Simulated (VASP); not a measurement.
AgCl:

```
Ag Cl
1.0
     0.00000    2.75987    2.77318
     2.75987    0.00000    2.77318
     2.75987    2.75987    0.00000
Ag Cl
1 1
Direct
  0.00000 0.00000 0.00000
  0.50000 0.50000 0.50000
```

This cell differs from its parent crystal: biaxial xy strain -0.5%.

Base run:

| Item | Value |
| --- | --- |
| Program | VASP 6.6.1 |
| Functional | PBE |
| Potentials or basis | VASP PAW PBE potentials, release 64 (Ag, Cl) |
| Cutoff | 520 eV |
| k mesh | 8 × 8 × 8 |
| Occupations | fermi-dirac, width 0.02 eV |
| Spin | no spin polarisation |

Its results: band gap on the k mesh 0.89 eV, indirect (least direct gap 3.21 eV); pressure 2.0 GPa.

Problem. The run is repeated on the same cell with these changes: functional from PBE to r2SCAN; occupations from fermi-dirac, width 0.02 eV to gaussian, width 0.01 eV. What comes out?

Solution. Band gap on the k mesh 1.41 eV, indirect (least direct gap 3.73 eV); pressure 0.4 GPa.

Caveats: the PAW data sets were made with another functional, which shifts forces and pressure a little (some runs).

A k mesh can miss the band edges.
